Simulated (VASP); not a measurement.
# CoPdO2 (R-3m) in VASP: relaxation of the atoms with PBE

Aim: the relaxation of the atoms of CoPdO2 with PBE.

All numbers are computed with VASP 6.6.1; they aren't measurements. Logs are shortened: lines on timing, memory, paths and dates and some standing lists are left out, and cuts for length are marked.

**1. The cell of the first run**

The structure is trigonal, space group R-3m (No. 166). Conventional cell: a = 2.831 Å, b = 2.831 Å, c = 17.746 Å, α = 90.00°, β = 90.00°, γ = 120.00°. Co (site symmetry -3m) has 6 O at 1.90 Å within 2.5 Å. Pd (site symmetry -3m) has 2 O at 2.00 Å within 2.6 Å. Within 2.6 Å of O (site symmetry 3m) lie 3 Co at 1.90 Å and 1 Pd at 2.00 Å and 3 O at 2.52 Å.

**2. Relaxation of the atoms, PBE**

INCAR

```
SYSTEM = CoPdO2
ALGO = Normal
EDIFF = 1E-6
EDIFFG = -0.002
ENCUT = 520
GGA = PE
IBRION = 2
ISIF = 2
ISMEAR = 1
LASPH = .True.
LCHARG = .False.
LREAL = .False.
LWAVE = .False.
NELM = 80
NSW = 80
PREC = Accurate
SIGMA = 0.2
```

KPOINTS

```
k-points
0
Gamma
  8 8 8
  0 0 0
```

POSCAR

```
CoPdO2
1.0
    1.4153000000      0.8171238360      5.9153333333
   -1.4153000000      0.8171238360      5.9153333333
    0.0000000000     -1.6342476720      5.9153333333
Co Pd O
1 1 2
Direct
    0.5000000000      0.5000000000      0.5000000000
    0.0000000000      0.0000000000      0.0000000000
    0.8875240000      0.8875240000      0.8875240000
    0.1124760000      0.1124760000      0.1124760000
```

Potentials or basis: VASP PAW PBE potentials, release 64 (Co, Pd, O).

Run with:

```bash
> cat potpaw_PBE.64/Co/POTCAR potpaw_PBE.64/Pd/POTCAR potpaw_PBE.64/O/POTCAR > POTCAR
> mpirun -np 1 vasp_std > vasp.out
```

OUTCAR:

```text
SYSTEM = CoPdO2
   EDIFF = 1E-6
   EDIFFG = -0.002
   ENCUT = 520
   GGA = PE
   IBRION = 2
   ISIF = 2
   ISMEAR = 1
   LASPH = .True.
   LREAL = .False.
   NELM = 80
   NSW = 80
   PREC = Accurate

 ion  position               nearest neighbor table
   1  0.500  0.500  0.500-   4 1.90   4 1.90   3 1.90   3 1.90   4 1.90   3 1.90
   2  0.000  0.000  0.000-   3 2.00   4 2.00
   3  0.888  0.888  0.888-   1 1.90   1 1.90   1 1.90   2 2.00
   4  0.112  0.112  0.112-   1 1.90   1 1.90   1 1.90   2 2.00

  LATTYP: Found a trigonal (rhomboedric) cell.
 ALAT       =     6.1369319613
 COS(alpha) =     0.8936287183

  Lattice vectors:

 A1 = (   1.4153000000,   0.8171238360,   5.9153333333)
 A2 = (  -1.4153000000,   0.8171238360,   5.9153333333)
 A3 = (   0.0000000000,  -1.6342476720,   5.9153333333)

Analysis of symmetry for initial positions (statically):
=====================================================================
 Subroutine PRICEL returns:
 Original cell was already a primitive cell.

 Routine SETGRP: Setting up the symmetry group for a
 trigonal (rhombohedral) supercell.

 Subroutine GETGRP returns: Found 12 space group operations
 (whereof 12 operations were pure point group operations)
 out of a pool of 12 trial point group operations.

The static configuration has the point symmetry D_3d.

Analysis of symmetry for dynamics (positions and initial velocities):
=====================================================================
 Subroutine PRICEL returns:
 Original cell was already a primitive cell.

 Routine SETGRP: Setting up the symmetry group for a
 trigonal (rhombohedral) supercell.

 Subroutine GETGRP returns: Found 12 space group operations
 (whereof 12 operations were pure point group operations)
 out of a pool of 12 trial point group operations.

The dynamic configuration has the point symmetry D_3d.

 Subroutine INISYM returns: Found 12 space group operations
 (whereof 12 operations are pure point group operations),
 and found     1 'primitive' translations

----------------------------------------------------------------------------------------

                                     Primitive cell

  volume of cell :      41.0456

  direct lattice vectors                    reciprocal lattice vectors
     1.415300000  0.817123836  5.915333333     0.353281990  0.203967452  0.056350727
    -1.415300000  0.817123836  5.915333333    -0.353281990  0.203967452  0.056350727
     0.000000000 -1.634247672  5.915333333     0.000000000 -0.407934904  0.056350727

  length of vectors
     6.136931961  6.136931961  6.136931961     0.411808560  0.411808560  0.411808560

  position of ions in fractional coordinates (direct lattice)
     0.500000000  0.500000000  0.500000000
     0.000000000  0.000000000  0.000000000
     0.887524000  0.887524000  0.887524000
     0.112476000  0.112476000  0.112476000

  ion indices of the primitive-cell ions
   primitive index   ion index
                 1           1
                 2           2
                 3           3
                 4           4

----------------------------------------------------------------------------------------

 KPOINTS: k-points

Automatic generation of k-mesh.
 Grid dimensions read from file:
 generate k-points for:    8    8    8

 Generating k-lattice:

  Cartesian coordinates                     Fractional coordinates (reciprocal lattice)
     0.044160249  0.025495931  0.007043841     0.125000000  0.000000000  0.000000000
    -0.044160249  0.025495931  0.007043841     0.000000000  0.125000000  0.000000000
     0.000000000 -0.050991863  0.007043841     0.000000000  0.000000000  0.125000000

  Length of vectors
     0.051476070  0.051476070  0.051476070

  Shift w.r.t. Gamma in fractional coordinates (k-lattice)
     0.000000000  0.000000000  0.000000000

 Subroutine IBZKPT returns following result:
 ===========================================

 Found     65 irreducible k-points:

 Following reciprocal coordinates:
            Coordinates               Weight
  0.000000  0.000000  0.000000      1.000000
  0.125000 -0.000000  0.000000      6.000000
  0.250000 -0.000000  0.000000      6.000000
  0.375000  0.000000  0.000000      6.000000
  0.500000 -0.000000  0.000000      3.000000
  0.125000  0.125000  0.000000      6.000000
[... 16 lines left out ...]
  0.250000  0.125000  0.125000      6.000000
  0.375000  0.125000  0.125000      6.000000
 [... further k-points ...]
   k-points           NKPTS =     65   k-points in BZ     NKDIM =     65   number of bands    NBANDS=     19
   number of dos      NEDOS =    301   number of ions     NIONS =      4
   total plane-waves  NPLWV = 110592
   dimension x,y,z NGX =    48 NGY =   48 NGZ =   48
   dimension x,y,z NGXF=    96 NGYF=   96 NGZF=   96
   ions per type =               1   1   2
   NGX,Y,Z   is equivalent  to a cutoff of  13.00, 13.00, 13.00 a.u.
   NGXF,Y,Z  is equivalent  to a cutoff of  26.01, 26.01, 26.01 a.u.
 SYSTEM =  CoPdO2
   PREC   = accura    normal or accurate (medium, high low for compatibility)
   ISTART =      0    job   : 0-new  1-cont  2-samecut
   ICHARG =      2    charge: 1-file 2-atom 10-const
   ISPIN  =      1    spin polarized calculation?
   LNONCOLLINEAR =      F non collinear calculations
   LSORBIT =      F    spin-orbit coupling
   LASPH  =      T    aspherical Exc in radial PAW
   ENCUT  =  520.0 eV  38.22 Ry    6.18 a.u.  11.41 11.41 11.41*2*pi/ulx,y,z
   NELM   =     80;   NELMIN=  2; NELMDL= -5     # of ELM steps
   EDIFF  = 0.1E-05   stopping-criterion for ELM
   LREAL  =      F    real-space projection
   EDIFFG = -.2E-02   stopping-criterion for IOM
   NSW    =     80    number of steps for IOM
   IBRION =      2    ionic relax: 0-MD 1-quasi-New 2-CG
   NFREE  =      1    steps in history (QN), initial steepest desc. (CG)
   ISIF   =      2    stress and relaxation
   ISYM   =      2    0-nonsym 1-usesym 2-fastsym
   POTIM  = 0.5000    time-step for ionic-motion
   TEBEG  =    0.0;   TEEND  =   0.0 temperature during run
   PSTRESS=    0.0 pullay stress
   NELECT =      31.0000    total number of electrons
   NUPDOWN=      -1.0000    fix difference up-down
   EMIN   =  10.00;   EMAX   =-10.00  energy-range for DOS
   EFERMI =   0.00;   METHOD = LEGACY
   ISMEAR =     1;   SIGMA  =   0.20  broadening in eV -4-tet -1-fermi 0-gaus
   EFERMI_NEDOS =   21; number of points for ismear=-14 and -15
   IALGO  =     38    algorithm
   IMIX   =      4    mixing-type and parameters
     AMIX     =   0.40;   BMIX     =  1.00
     AMIX_MAG =   1.60;   BMIX_MAG =  1.00
  volume/ion in A,a.u.               =      10.26        69.25
  Fermi-wavevector in a.u.,A,eV,Ry     =   1.490870  2.817336 30.241579  2.222693
  Thomas-Fermi vector in A             =   2.603597
   LORBIT       =      0    0 simple, 1 ext, 2 COOP (PROOUT), +10 PAW based schemes
   GGA     = PE    functional components
   LHFCALC =     F    Hartree Fock is set to
   AEXX    =    0.0000 exact exchange contribution
   IVDW    =     0    specifies the selected vdW correction
   LEPSILON=     F    determine dielectric tensor
   LRPA    =     F    only Hartree local field effects (RPA)
 conjugate gradient relaxation of ions
 non-spin polarized calculation
 Methfessel and Paxton  Order N= 1 SIGMA  =   0.20
  energy-cutoff  :      520.00
  volume of cell :       41.05
 maximum number of plane-waves:      1122
 NGX is ok and might be reduce to    48
   NGX = 23   NGY = 23   NGZ = 23

--------------------------------------- Ionic step        1  -------------------------------------------

 number of electron      31.0000003 magnetization

 Free energy of the ion-electron system (eV)
  ---------------------------------------------------
  ext. energy  EPLUGINS =         0.00000000
  ---------------------------------------------------
  free energy    TOTEN  =       -25.54934674 eV

  energy without entropy =      -25.54228796  energy(sigma->0) =      -25.54699381

------------------------ aborting loop because EDIFF is reached ----------------------------------------

  FORCE on cell =-STRESS in cart. coord.  units (eV):
  Direction    XX          YY          ZZ          XY          YZ          ZX
  --------------------------------------------------------------------------------------
  -------------------------------------------------------------------------------------
  Total        1.5088324      1.5088324      1.5464006      0.0000000      0.0000000      0.0000000
  in kB       58.8958547     58.8958547     60.3622947      0.0000000      0.0000000      0.0000000
  external PRESSURE =      59.3846681 kB  Pullay stress =       0.0000000 kB
[... 99 lines left out ...]
  energy  without entropy=      -25.5423775029  energy(sigma->0) =      -25.54703646

--------------------------------------- Ionic step        4  -------------------------------------------

 number of electron      31.0000003 magnetization

 Free energy of the ion-electron system (eV)
  ---------------------------------------------------
  ext. energy  EPLUGINS =         0.00000000
  ---------------------------------------------------
  free energy    TOTEN  =       -25.54936614 eV

  energy without entropy =      -25.54238581  energy(sigma->0) =      -25.54703936

 E-fermi :   7.7400     XC(G=0): -12.4896

 val. band max:        7.7157817272   @ k =  -0.3750  -0.3750   0.2500
 cond. band min:       8.0907545151   @ k =   0.5000   0.5000   0.0000
 fundamental gap:      0.3749727879
 Fermi energy:         7.7399574399

 k-point     1 :       0.0000    0.0000    0.0000
  band No.  band energies     occupation
      1     -13.1193      2.00000
      2     -11.2132      2.00000
      3      -0.7024      2.00000
      4       1.7905      2.00000
      5       1.7905      2.00000
      6       2.7951      2.00000
[... 11 lines left out ...]
     18      10.0228     -0.00000
     19      10.9086     -0.00000
[... 489 lines left out ...]
      3       0.1961      2.00000
      4       0.8819      2.00000
      5       2.1631      2.00000
      6       2.3221      2.00000
[... 11 lines left out ...]
     18       9.5513     -0.00000
     19      11.5629     -0.00000

 [... further k-points ...]

------------------------ aborting loop because EDIFF is reached ----------------------------------------

  FORCE on cell =-STRESS in cart. coord.  units (eV):
  Direction    XX          YY          ZZ          XY          YZ          ZX
  --------------------------------------------------------------------------------------
  -------------------------------------------------------------------------------------
  Total        1.4719831      1.4719831      1.5305240     -0.0000000      0.0000000      0.0000000
  in kB       57.4574746     57.4574746     59.7425671     -0.0000000      0.0000000      0.0000000
  external PRESSURE =      58.2191721 kB  Pullay stress =       0.0000000 kB
[... 19 lines left out ...]
  FREE ENERGIE OF THE ION-ELECTRON SYSTEM (eV)
  ---------------------------------------------------
  free  energy   TOTEN  =       -25.5493661416 eV

  energy  without entropy=      -25.5423858067  energy(sigma->0) =      -25.54703936

 reached required accuracy - stopping structural energy minimisation
```

Run time: 4 min. Hardware: 1 thread of Intel Xeon Platinum 8488C (Sapphire Rapids), shared host; peak memory 0.37 GiB.

Results:

```yaml
Free_energy: -25.5494 eV
Energy_gained_by_relaxing: 0.0 meV/atom
Ionic_steps: 4
Pressure_after_relaxing: 5.8 GPa
Band_gap_on_the_k_mesh: zero (an odd number of electrons rules out a gap without spin polarisation)
```

Stress tensor (GPa, compression positive):
```
5.75 0.00 0.00
0.00 5.75 0.00
0.00 0.00 5.97
```

Final structure:
```
Co Pd O
1.0
     1.41530    0.81712    5.91533
    -1.41530    0.81712    5.91533
     0.00000   -1.63425    5.91533
Co Pd O
1 1 2
Direct
  0.50000 0.50000 0.50000
  0.00000 0.00000 0.00000
  0.88757 0.88757 0.88757
  0.11243 0.11243 0.11243
```

Levels at points of the mesh, in eV from the Fermi level:
```tsv
k point	band 12	band 13	band 14	band 15	band 16	band 17	band 18	band 19
(0.00, 0.00, 0.00)	-1.55	-1.55	-1.30	-1.30	-0.85	2.28	2.28	3.17
(0.50, 0.00, 0.00)	-1.17	-0.85	-0.59	-0.17	1.00	1.53	1.86	3.68
(0.50, 0.50, 0.00)	-1.41	-0.85	-0.64	-0.17	0.35	2.17	2.29	3.70
(0.50, 0.50, 0.50)	-1.44	-1.44	-0.60	-0.60	-0.37	1.98	1.98	4.35
```

Caveat: an odd number of electrons without spin polarisation forces a metal; a magnetic or distorted state may lie lower; the run has no spin polarisation, though such a crystal can be magnetic; semilocal functionals often make such compounds metallic where correlation or magnetic order opens a gap, which also shifts bond lengths. Spin polarisation is off, so any magnetic state and its effect on volume and gap are missing.

The gap in the log of VASP goes by the Fermi energy; the results here count the filled bands.